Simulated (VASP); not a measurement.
The system is KBr.

```
K Br
1.0
     0.00000    3.27500    3.27500
     3.27500    0.00000    3.27500
     3.27500    3.27500    0.00000
K Br
1 1
Direct
  0.00000 0.00000 0.00000
  0.50000 0.50000 0.50000
```

Base run:

```yaml
Program: VASP 6.6.1
Functional: PBEsol
Potentials_or_basis: VASP PAW PBE potentials, release 64 (K_sv, Br)
Cutoff: 520 eV
k_mesh: 6 × 6 × 6
Occupations: fermi-dirac, width 0.05 eV
Spin: no spin polarisation
```

Its results: band gap on the k mesh 4.33 eV, direct; pressure 0.1 GPa.

Question: The run is repeated on the same cell with these changes: functional from PBEsol to r2SCAN; further incar settings from ALGO = Normal; EDIFF = 1e-07; NBANDS = 15 to ALGO = Normal; EDIFF = 1e-06; NBANDS = 15. What comes out?

Answer: Band gap on the k mesh 5.15 eV, direct; pressure 0.5 GPa.

Caveats: the PAW data sets were made with another functional, which shifts forces and pressure a little.

